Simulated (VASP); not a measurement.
Runs of VASP 6.6.1 on Be2C. The structure is that of space group Fm-3m (No. 225), or close to it. The cells are those of the table. 

| task | cell | k mesh | cutoff (eV) | smearing | gap on the mesh (eV) | pressure (GPa) |
| --- | --- | --- | --- | --- | --- | --- |
| single point | a = 3.048 Å, angles 60.0°, 3 atoms | 12 × 12 × 12 | 600 | fermi-dirac 0.1 eV | 1.07 | 0.6 |
| single point | a = 3.033 Å, angles 60.0°, 3 atoms | 8 × 8 × 8 | 600 | gaussian 0.01 eV | 1.07 | (b) |
| relaxation of the atoms | atoms relaxed from a = 3.041 Å, angles 60.3°, 3 atoms | 8 × 8 × 8 | 520 | gaussian 0.01 eV | 1.04 | 0.7 |
| single point | a = 3.056 Å, angles 59.7°, 3 atoms | 8 × 8 × 8 | 600 | gaussian 0.01 eV | 1.05 | 0.6 |
| single point | a = 3.048 Å, angles 60.0°, 3 atoms | 8 × 8 × 8 | 600 | gaussian 0.01 eV | 1.07 | 0.6 |
| single point | a = 3.041, b = 3.041, c = 3.048 Å, angles 59.9, 59.9, 60.2°, 3 atoms | 8 × 8 × 8 | 600 | gaussian 0.01 eV | 0.99 | 1.6 |
| relaxation of cell and atoms | relaxed from a = 3.062 Å, angles 60.0°, 3 atoms | 12 × 12 × 12 | 600 | fermi-dirac 0.1 eV | 1.06 | 0.0 |
| single point | a = 3.041 Å, angles 60.3°, 3 atoms | 8 × 8 × 8 | 600 | gaussian 0.01 eV | 1.05 | 0.6 |
| relaxation of the atoms | atoms relaxed from a = 3.056 Å, angles 59.7°, 3 atoms | 8 × 8 × 8 | 520 | gaussian 0.01 eV | 1.05 | 0.7 |
| single point | a = 3.063 Å, angles 60.0°, 3 atoms | 8 × 8 × 8 | 600 | gaussian 0.01 eV | 1.06 | -2.5 |
| single point | a = 3.056, b = 3.056, c = 3.048 Å, angles 60.1, 60.1, 59.8°, 3 atoms | 8 × 8 × 8 | 600 | gaussian 0.01 eV | (a) | -0.5 |

Alike in all rows: level PBEsol; potentials or basis VASP PAW PBE potentials, release 64 (Be, C); no spin polarisation.

Question: Fill in the values left out.

Answer: (a) 1.03; (b) 3.8.

Caveats: the PAW data sets were made with another functional, which shifts forces and pressure a little.

A k mesh can miss the band edges.
